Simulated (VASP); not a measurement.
# SiO2 (P4_2/mnm) in VASP: notebook

SiO2 is run at these levels: PBE; tasks: single point.

All numbers are computed with VASP 6.6.1; they aren't measurements. Logs are shortened: lines on timing, memory, paths and dates and some standing lists are left out, and cuts for length are marked.

## 1. The cell of the first run

It takes space group P4_2/mnm (No. 136, tetragonal). Conventional cell: a = 4.110 Å, b = 4.110 Å, c = 2.628 Å, α = 90.00°, β = 90.00°, γ = 90.00°. Si (site symmetry mmm) has 6 O at 1.74 to 1.77 Å within 2.3 Å. O (site symmetry m2m) has 3 Si at 1.74 to 1.77 Å and 1 O at 2.28 Å within 2.3 Å.

## 2. Single point, PBE (7.40 Å³/atom)

The input, INCAR:

```
ALGO = Normal
EDIFF = 1E-6
ENCUT = 520
GGA = PE
ISIF = 2
ISMEAR = -1
LASPH = T
LCHARG = F
LREAL = F
LWAVE = F
NBANDS = 25
NELM = 80
PREC = Accurate
SIGMA = 0.02
```

The input, KPOINTS:

```
k-points
0
Gamma
  7 7 11
```

The input, POSCAR:

```
SiO2
1.0
    4.1103863400      0.0000000000      0.0000000000
    0.0000000000      4.1103863400      0.0000000000
    0.0000000000      0.0000000000      2.6284888288
Si O
2 4
Direct
    0.0000000000      0.0000000000      0.0000000000
    0.5000000000      0.5000000000      0.5000000000
    0.3040071624      0.3040071624      0.0000000000
    0.1959928376      0.8040071624      0.5000000000
    0.6959928376      0.6959928376      0.0000000000
    0.8040071624      0.1959928376      0.5000000000
```

Potentials or basis: VASP PAW PBE potentials, release 64 (Si, O).

Command:

```
$ cat potpaw_PBE.64/Si/POTCAR potpaw_PBE.64/O/POTCAR > POTCAR
$ mpirun -np 1 vasp_std > vasp.out
```

OUTCAR:

```text
EDIFF = 1E-6
   ENCUT = 520
   GGA = PE
   ISIF = 2
   ISMEAR = -1
   LASPH = T
   LREAL = F
   NELM = 80
   PREC = Accurate

 ion  position               nearest neighbor table
   1  0.000  0.000  0.000-   4 1.74   6 1.74   4 1.74   6 1.74   5 1.77   3 1.77
   2  0.500  0.500  0.500-   3 1.74   5 1.74   3 1.74   5 1.74   4 1.77   6 1.77
   3  0.304  0.304  0.000-   2 1.74   2 1.74   1 1.77
   4  0.196  0.804  0.500-   1 1.74   1 1.74   2 1.77
   5  0.696  0.696  0.000-   2 1.74   2 1.74   1 1.77
   6  0.804  0.196  0.500-   1 1.74   1 1.74   2 1.77

  LATTYP: Found a simple tetragonal cell.
 ALAT       =     4.1103863400
 C/A-ratio  =     0.6394748842

  Lattice vectors:

 A1 = (   4.1103863400,   0.0000000000,   0.0000000000)
 A2 = (   0.0000000000,   4.1103863400,   0.0000000000)
 A3 = (   0.0000000000,   0.0000000000,   2.6284888288)

Analysis of symmetry for initial positions (statically):
=====================================================================
 Subroutine PRICEL returns:
 Original cell was already a primitive cell.

 Routine SETGRP: Setting up the symmetry group for a
 simple tetragonal supercell.

 Subroutine GETGRP returns: Found 16 space group operations
 (whereof  8 operations were pure point group operations)
 out of a pool of 16 trial point group operations.

The static configuration has the point symmetry D_2h.
 The point group associated with its full space group is D_4h.

Analysis of symmetry for dynamics (positions and initial velocities):
=====================================================================
 Subroutine PRICEL returns:
 Original cell was already a primitive cell.

 Routine SETGRP: Setting up the symmetry group for a
 simple tetragonal supercell.

 Subroutine GETGRP returns: Found 16 space group operations
 (whereof  8 operations were pure point group operations)
 out of a pool of 16 trial point group operations.

The dynamic configuration has the point symmetry D_2h.
 The point group associated with its full space group is D_4h.

 Subroutine INISYM returns: Found 16 space group operations
 (whereof  8 operations are pure point group operations),
 and found     1 'primitive' translations

----------------------------------------------------------------------------------------

                                     Primitive cell

  volume of cell :      44.4090

  direct lattice vectors                    reciprocal lattice vectors
     4.110386340  0.000000000  0.000000000     0.243286134  0.000000000  0.000000000
     0.000000000  4.110386340  0.000000000     0.000000000  0.243286134  0.000000000
     0.000000000  0.000000000  2.628488829     0.000000000  0.000000000  0.380446738

  length of vectors
     4.110386340  4.110386340  2.628488829     0.243286134  0.243286134  0.380446738

  position of ions in fractional coordinates (direct lattice)
     0.000000000  0.000000000  0.000000000
     0.500000000  0.500000000  0.500000000
     0.304007162  0.304007162  0.000000000
     0.195992838  0.804007162  0.500000000
     0.695992838  0.695992838  0.000000000
     0.804007162  0.195992838  0.500000000

  ion indices of the primitive-cell ions
   primitive index   ion index
                 1           1
                 2           2
                 3           3
                 4           4
                 5           5
                 6           6

----------------------------------------------------------------------------------------

 KPOINTS: k-points

Automatic generation of k-mesh.
 Grid dimensions read from file:
 generate k-points for:    7    7   11

 Generating k-lattice:

  Cartesian coordinates                     Fractional coordinates (reciprocal lattice)
     0.034755162  0.000000000  0.000000000     0.142857143  0.000000000  0.000000000
     0.000000000  0.034755162  0.000000000     0.000000000  0.142857143  0.000000000
     0.000000000  0.000000000  0.034586067     0.000000000  0.000000000  0.090909091

  Length of vectors
     0.034755162  0.034755162  0.034586067

  Shift w.r.t. Gamma in fractional coordinates (k-lattice)
     0.000000000  0.000000000  0.000000000

 Subroutine IBZKPT returns following result:
 ===========================================

 Found     60 irreducible k-points:

 Following reciprocal coordinates:
            Coordinates               Weight
  0.000000  0.000000  0.000000      1.000000
  0.142857  0.000000  0.000000      4.000000
  0.285714  0.000000  0.000000      4.000000
  0.428571  0.000000  0.000000      4.000000
  0.142857  0.142857  0.000000      4.000000
  0.285714  0.142857  0.000000      8.000000
[... 16 lines left out ...]
  0.285714  0.000000  0.181818      8.000000
  0.428571  0.000000  0.181818      8.000000
 [... further k-points ...]
   k-points           NKPTS =     60   k-points in BZ     NKDIM =     60   number of bands    NBANDS=     25
   number of dos      NEDOS =    301   number of ions     NIONS =      6
   total plane-waves  NPLWV =  20480
   dimension x,y,z NGX =    32 NGY =   32 NGZ =   20
   dimension x,y,z NGXF=    64 NGYF=   64 NGZF=   40
   ions per type =               2   4
   NGX,Y,Z   is equivalent  to a cutoff of  12.94, 12.94, 12.65 a.u.
   NGXF,Y,Z  is equivalent  to a cutoff of  25.89, 25.89, 25.30 a.u.
 SYSTEM =  unknown system
   PREC   = accura    normal or accurate (medium, high low for compatibility)
   ISTART =      0    job   : 0-new  1-cont  2-samecut
   ICHARG =      2    charge: 1-file 2-atom 10-const
   ISPIN  =      1    spin polarized calculation?
   LNONCOLLINEAR =      F non collinear calculations
   LSORBIT =      F    spin-orbit coupling
   LASPH  =      T    aspherical Exc in radial PAW
   ENCUT  =  520.0 eV  38.22 Ry    6.18 a.u.   7.64  7.64  4.89*2*pi/ulx,y,z
   NELM   =     80;   NELMIN=  2; NELMDL= -5     # of ELM steps
   EDIFF  = 0.1E-05   stopping-criterion for ELM
   LREAL  =      F    real-space projection
   EDIFFG = 0.1E-04   stopping-criterion for IOM
   NSW    =      0    number of steps for IOM
   IBRION =     -1    ionic relax: 0-MD 1-quasi-New 2-CG
   NFREE  =      0    steps in history (QN), initial steepest desc. (CG)
   ISIF   =      2    stress and relaxation
   ISYM   =      2    0-nonsym 1-usesym 2-fastsym
   POTIM  = 0.5000    time-step for ionic-motion
   TEBEG  =    0.0;   TEEND  =   0.0 temperature during run
   PSTRESS=    0.0 pullay stress
   NELECT =      32.0000    total number of electrons
   NUPDOWN=      -1.0000    fix difference up-down
   EMIN   =  10.00;   EMAX   =-10.00  energy-range for DOS
   EFERMI =   0.00;   METHOD = LEGACY
   ISMEAR =    -1;   SIGMA  =   0.02  broadening in eV -4-tet -1-fermi 0-gaus
   EFERMI_NEDOS =   21; number of points for ismear=-14 and -15
   IALGO  =     38    algorithm
   IMIX   =      4    mixing-type and parameters
     AMIX     =   0.40;   BMIX     =  1.00
     AMIX_MAG =   1.60;   BMIX_MAG =  1.00
  volume/ion in A,a.u.               =       7.40        49.95
  Fermi-wavevector in a.u.,A,eV,Ry     =   1.467690  2.773532 29.308501  2.154114
  Thomas-Fermi vector in A             =   2.583278
   LORBIT       =      0    0 simple, 1 ext, 2 COOP (PROOUT), +10 PAW based schemes
   GGA     = PE    functional components
[... 5 lines left out ...]
 non-spin polarized calculation
  energy-cutoff  :      520.00
  volume of cell :       44.41
 maximum number of plane-waves:      1218
 NGX is ok and might be reduce to    32
   NGX = 15   NGY = 15   NGZ =  9

 number of electron      31.9999981 magnetization

 Free energy of the ion-electron system (eV)
  ---------------------------------------------------
  ext. energy  EPLUGINS =         0.00000000
  ---------------------------------------------------
  free energy    TOTEN  =       -46.00162890 eV

  energy without entropy =      -46.00162890  energy(sigma->0) =      -46.00162890

 E-fermi :   9.3697     XC(G=0): -12.5256

 val. band max:        8.9429132473   @ k =   0.0000   0.0000   0.0000
 cond. band min:      15.3347893879   @ k =   0.0000   0.0000   0.0000
 fundamental gap:      6.3918761406
 Fermi energy:         9.3697278890

 k-point     1 :       0.0000    0.0000    0.0000
  band No.  band energies     occupation
      1     -14.1539      2.00000
      2     -10.3073      2.00000
      3     -10.3073      2.00000
      4      -9.9258      2.00000
      5      -2.3770      2.00000
      6       2.1759      2.00000
[... 17 lines left out ...]
     24      24.0425      0.00000
     25      25.3518      0.00000

 k-point     2 :       0.1429    0.0000    0.0000
  band No.  band energies     occupation
      1     -14.0403      2.00000
      2     -10.8494      2.00000
      3     -10.2467      2.00000
      4      -9.6364      2.00000
      5      -2.2268      2.00000
      6       1.5904      2.00000
[... 17 lines left out ...]
     24      23.4688      0.00000
     25      25.1704      0.00000

 k-point     3 :       0.2857    0.0000    0.0000
  band No.  band energies     occupation
      1     -13.7051      2.00000
      2     -11.6578      2.00000
      3     -10.0779      2.00000
      4      -9.5079      2.00000
      5      -1.8055      2.00000
      6       0.6093      2.00000
[... 17 lines left out ...]
     24      23.1626      0.00000
     25      24.7067      0.00000

 k-point     4 :       0.4286    0.0000    0.0000
  band No.  band energies     occupation
      1     -13.1678      2.00000
      2     -12.4646      2.00000
      3      -9.8421      2.00000
      4      -9.6152      2.00000
      5      -1.1650      2.00000
      6      -0.3444      2.00000
[... 17 lines left out ...]
     24      23.3803      0.00000
     25      23.9665      0.00000
[... 477 lines left out ...]
 k-point    22 :       0.1429    0.0000    0.1818
  band No.  band energies     occupation
      1     -13.5865      2.00000
      2     -10.6096      2.00000
      3     -10.0273      2.00000
      4      -9.6069      2.00000
      5      -2.0093      2.00000
      6       1.8200      2.00000
[... 17 lines left out ...]
     24      23.4676      0.00000
     25      23.6114      0.00000

 k-point    23 :       0.2857    0.0000    0.1818
  band No.  band energies     occupation
      1     -13.2661      2.00000
      2     -11.3452      2.00000
      3      -9.8920      2.00000
      4      -9.4796      2.00000
      5      -1.4972      2.00000
      6       0.8885      2.00000
[... 17 lines left out ...]
     24      22.4957      0.00000
     25      23.6822      0.00000

 k-point    24 :       0.4286    0.0000    0.1818
  band No.  band energies     occupation
      1     -12.7552      2.00000
      2     -12.0932      2.00000
      3      -9.7090      2.00000
      4      -9.5430      2.00000
      5      -0.8012      2.00000
      6       0.0002      2.00000
[... 17 lines left out ...]
     24      21.9007      0.00000
     25      23.4472      0.00000

 [... further k-points ...]

------------------------ aborting loop because EDIFF is reached ----------------------------------------

  FORCE on cell =-STRESS in cart. coord.  units (eV):
  Direction    XX          YY          ZZ          XY          YZ          ZX
  --------------------------------------------------------------------------------------
  -------------------------------------------------------------------------------------
  Total        7.2065410      7.2065410      8.6942995     -0.0000000      0.0000000      0.0000000
  in kB      259.9956121    259.9956121    313.6705571     -0.0000000      0.0000000      0.0000000
  external PRESSURE =     277.8872604 kB  Pullay stress =       0.0000000 kB

 VOLUME and BASIS-vectors are now :
 -----------------------------------------------------------------------------
  energy-cutoff  :      520.00
  volume of cell :       44.41
      direct lattice vectors                 reciprocal lattice vectors
     4.110386340  0.000000000  0.000000000     0.243286134  0.000000000  0.000000000
     0.000000000  4.110386340  0.000000000     0.000000000  0.243286134  0.000000000
     0.000000000  0.000000000  2.628488829     0.000000000  0.000000000  0.380446738

 POSITION                                       TOTAL-FORCE (eV/Angst)
 -----------------------------------------------------------------------------------
      0.00000      0.00000      0.00000         0.000000     -0.000000     -0.000000
      2.05519      2.05519      1.31424         0.000000     -0.000000     -0.000000
      1.24959      1.24959      0.00000        -0.013380     -0.013380      0.000000
      0.80561      3.30478      1.31424         0.013380     -0.013380      0.000000
      2.86080      2.86080      0.00000         0.013380      0.013380     -0.000000
      3.30478      0.80561      1.31424        -0.013380      0.013380     -0.000000
 -----------------------------------------------------------------------------------
    total drift:                                0.000000     -0.000000     -0.000000

  FREE ENERGIE OF THE ION-ELECTRON SYSTEM (eV)
  ---------------------------------------------------
  free  energy   TOTEN  =       -46.0016288967 eV

  energy  without entropy=      -46.0016288967  energy(sigma->0) =      -46.00162890
```

It took 73 s on 1 thread of Intel Xeon 8259CL, shared host; peak memory 0.18 GiB.

Results:

* Free energy: -46.0016 eV
* Pressure: 27.8 GPa
* Largest force: 0.019 eV/Å
* Band gap on the k mesh: 6.39 eV

Forces in eV/Å, atoms in the order of the input:
```
Si   0.000  0.000  0.000
Si   0.000  0.000  0.000
O   -0.013 -0.013  0.000
O    0.013 -0.013  0.000
O    0.013  0.013  0.000
O   -0.013  0.013  0.000
```

Caveat: the cell stands under pressure; an odd mesh through Γ misses points on the zone boundary, where band edges can lie.

## 3. Single point, PBE (z stretched by -3 %, then relaxed in part)

The input, INCAR:

```
ALGO     = Normal         # electronic algorithm
EDIFF    = 1E-6           # SCF threshold, eV
ENCUT    = 520            # plane-wave cutoff, eV
GGA      = PE             # functional
ISIF     = 2              # what is computed and relaxed
ISMEAR   = -1             # smearing method
LASPH    = T              # aspherical terms in the spheres
LCHARG   = T              # write CHGCAR
LELF     = T              # ELF
LREAL    = F              # projectors in reciprocal space
LVHAR    = T            
LWAVE    = F              # write WAVECAR
NBANDS   = 25             # bands
NELM     = 60             # most SCF steps
PREC     = Accurate       # precision mode
SIGMA    = 0.02           # smearing width, eV
```

KPOINTS is that of step 2.

The input, POSCAR:

```
SiO2
1.0
    4.1667000000      0.0000000000      0.0000000000
    0.0000000000      4.1667000000      0.0000000000
    0.0000000000      0.0000000000      2.5845650000
Si O
2 4
Direct
    0.0000000000      0.0000000000      0.0000000000
    0.5000000000      0.5000000000      0.5000000000
    0.3048850504      0.3048850504      0.0000000000
    0.1951149496      0.8048850504      0.5000000000
    0.6951149496      0.6951149496      0.0000000000
    0.8048850504      0.1951149496      0.5000000000
```

Potentials or basis: VASP PAW PBE potentials, release 64 (Si, O).

Command:

```
$ cat potpaw_PBE.64/Si/POTCAR potpaw_PBE.64/O/POTCAR > POTCAR
$ mpirun -np 1 vasp_std > vasp.out
```

Wall time 71 s (1 thread of Intel Xeon 8259CL, shared host); peak memory 0.18 GiB.

It converged, with:

```yaml
Free_energy: -46.0051 eV
Pressure: 25.7 GPa
Largest_force: 0.028 eV/Å
Band_gap_on_the_k_mesh: 6.32 eV
```

Forces in eV/Å, atoms in the order of the input:
```
Si   0.000  0.000  0.000
Si   0.000  0.000  0.000
O   -0.020 -0.020  0.000
O    0.020 -0.020  0.000
O    0.020  0.020  0.000
O   -0.020  0.020  0.000
```

Stress tensor (GPa, compression positive):
```
18.78  0.00  0.00
 0.00 18.78  0.00
 0.00  0.00 39.61
```

Levels at points of the mesh, in eV from the valence-band top:
```
           k point  band 12  band 13  band 14  band 15  band 16  band 17  band 18  band 19  band 20  band 21
(0.00, 0.00, 0.00)    -3.07    -2.36    -0.95    -0.95     0.00     6.32     7.34     9.21     9.21    11.13
```

Caveat: the cell differs from its parent crystal (z stretched by -3 %, then relaxed in part); the cell stands under pressure; an odd mesh through Γ misses points on the zone boundary, where band edges can lie.
